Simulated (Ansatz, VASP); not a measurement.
## One calculation of Bi, two programs

```
Bi
1.0
     3.23838    0.00000    0.00000
     0.00000    3.22164    0.00000
    -0.08045    0.00000    6.44389
Bi
2
Direct
  0.45575 0.00000 0.25042
  0.55905 0.99771 0.75155
```

Alike in both runs: task single point; functional PBE; k mesh 10 × 10 × 6; occupations gaussian, width 0.05 eV; no spin polarisation.

|  | VASP | Ansatz |
| --- | --- | --- |
| version | VASP 6.6.1 | Ansatz 0.2.0 |
| potentials or method | VASP PAW PBE potentials, release 64 (Bi_d), cutoff 520 eV | scalar-relativistic, plane waves, PAW |
| valence electrons in the cell | 30 | 30 |

```csv
,VASP,Ansatz,Ansatz less VASP
gap on the k mesh at the Fermi level (eV),none,none,-
pressure (GPa),2.1,2.1,+0.04
"traceless stress, the component that is largest in VASP (GPa)",-1.15,-1.16,-0.010
rms of the force components (eV/Å),0.014,0.014,+0.0003
```

Atom by atom the forces differ by 0.000 eV/Å (rms over components). A gap of «none» marks a metal or a gap that the smearing closes. The functional is the same, so the differences come from potentials, cutoffs and numerics.

Neither program's run includes spin-orbit coupling.
